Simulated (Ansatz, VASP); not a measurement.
## Two plane-wave programs on Pb

File INCAR:

```
SYSTEM = Pb
ALGO = Fast
EDIFF = 1E-6
ENCUT = 520
GGA = PS
ISIF = 2
ISMEAR = 0
LASPH = .TRUE.
LCHARG = .FALSE.
LREAL = .FALSE.
LWAVE = .FALSE.
NBANDS = 21
NELM = 60
PREC = Accurate
SIGMA = 0.15
```

KPOINTS

```
k-points
0
G
  12 12 12
  0 0 0
```

The input POSCAR:

```
Pb
1.0
    0.0000000000      3.2670500527      3.6109500583
    3.2670500527      0.0000000000      3.6109500583
    3.2670500527      3.2670500527      0.0000000000
Pb
2
Direct
    0.5000000000      0.5000000000      0.5000000000
    0.7500000000      0.7500000000      0.7500000000
```

Input for Ansatz:

```yaml
crystal:
  lattice:
    - [0.0, 3.2670500527, 3.6109500583]
    - [3.2670500527, 0.0, 3.6109500583]
    - [3.2670500527, 3.2670500527, 0.0]
  atoms:
    - { symbol: Pb, position: [0.5, 0.5, 0.5] }
    - { symbol: Pb, position: [0.75, 0.75, 0.75] }
basis:
  ecutwfc: 420
kpoints:
  mp_grid: { grid: [12, 12, 12] }
hamiltonian:
  xc: pbesol
scf:
  occupations: { method: gaussian, width: 0.15 }
output:
  forces: true
  stress: true
  eigenvalues: true
```

Change from the starting cell: strain -0.050 along x and y, +0.050 along z, atoms carried along.

Alike in both runs: task single point; functional PBEsol; k mesh 12 × 12 × 12; occupations gaussian, width 0.15 eV; no spin polarisation.

```csv
,VASP,Ansatz
version,VASP 6.6.1,Ansatz 0.2.0
potentials or method,"VASP PAW PBE potentials, release 64 (Pb_d), cutoff 520 eV","scalar-relativistic, plane waves, PAW"
valence electrons in the cell,28,28
```

|  | VASP | Ansatz | Ansatz less VASP |
| --- | --- | --- | --- |
| gap on the k mesh at the Fermi level (eV) | none | none | - |
| pressure (GPa) | 2.2 | 2.3 | +0.08 |
| traceless stress, the component that is largest in VASP (GPa) | -0.64 | -0.64 | -0.004 |

VASP's potentials were made for PBE, not for PBEsol. A gap of «none» marks a metal or a gap that the smearing closes. With one functional, cell and mesh, what is left measures potentials, basis and numerics.

Spin-orbit coupling is off throughout.
